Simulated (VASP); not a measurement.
Input of a VASP 6.6.1 run:

INCAR

```
SYSTEM = Si11GeO24
ALGO = Normal
EDIFF = 1E-8
ENCUT = 520
GGA = PE
ISIF = 2
ISMEAR = -1
LASPH = .True.
LCHARG = .False.
LEFG = .True.
LREAL = Auto
LUSENCCL = .False.
LWAVE = .False.
NBANDS = 125
NELM = 100
PREC = Accurate
SIGMA = 0.01
```

KPOINTS

```
k-points
0
Gamma
  4 4 4
  0 0 0
```

File POSCAR:

```
Si11GeO24
1.0
   -7.5907833426      4.3825408062      5.5413533100
    7.5907833426     -4.3825408062      5.5413533100
    2.5302611142      4.3825408062     -5.5413533100
Ge Si O
1 11 24
Direct
    0.4166666667      0.1666666667      0.2500000000
    0.9166666667      0.6666666667      0.2500000000
    0.9166666667      0.1666666667      0.7500000000
    0.4166666667      0.6666666667      0.7500000000
    0.5833333333      0.5833333333      0.5000000000
    0.0833333333      0.0833333333      0.5000000000
    0.0833333333      0.5833333333      0.0000000000
    0.5833333333      0.0833333333      0.0000000000
    0.0000000000      0.2500000000      0.2500000000
    0.5000000000      0.7500000000      0.2500000000
    0.5000000000      0.2500000000      0.7500000000
    0.0000000000      0.7500000000      0.7500000000
    0.8123639817      0.7080612967      0.6870919450
    0.3123639817      0.2080612967      0.6870919450
    0.3123639817      0.7080612967      0.1870919450
    0.8123639817      0.2080612967      0.1870919450
    0.5413946300      0.6456973150      0.6870919450
    0.0413946300      0.1456973150      0.6870919450
    0.0413946300      0.6456973150      0.1870919450
    0.5413946300      0.1456973150      0.1870919450
    0.1876360183      0.4790306483      0.5000000000
    0.6876360183      0.9790306483      0.5000000000
    0.6876360183      0.4790306483      0.0000000000
    0.1876360183      0.9790306483      0.0000000000
    0.5209693517      0.6252720367      0.3129080550
    0.0209693517      0.1252720367      0.3129080550
    0.0209693517      0.6252720367      0.8129080550
    0.5209693517      0.1252720367      0.8129080550
    0.4586053700      0.3543026850      0.3129080550
    0.9586053700      0.8543026850      0.3129080550
    0.9586053700      0.3543026850      0.8129080550
    0.4586053700      0.8543026850      0.8129080550
    0.4790306483      0.1876360183      0.5000000000
    0.9790306483      0.6876360183      0.5000000000
    0.9790306483      0.1876360183      0.0000000000
    0.4790306483      0.6876360183      0.0000000000
```

Potentials or basis: VASP PAW PBE potentials, release 64 (Ge_d, Si, O).

The run is started by

```console
$ cat potpaw_PBE.64/Ge_d/POTCAR potpaw_PBE.64/Si/POTCAR potpaw_PBE.64/O/POTCAR > POTCAR
$ mpirun -np 1 vasp_std > vasp.out
```

Problem. What does it give for the pressure?

Solution. 8.9 GPa.

Problem. What does it give for the largest force?

Solution. 5.495 eV/Å.

Stress tensor (GPa, compression positive):
```
 8.85 -0.14  0.00
-0.14  9.02  0.00
 0.00  0.00  8.84
```

Caveat: without QUAD_EFG the Cq values of the log hold for a quadrupole moment of 1 mb, not for the nuclei.
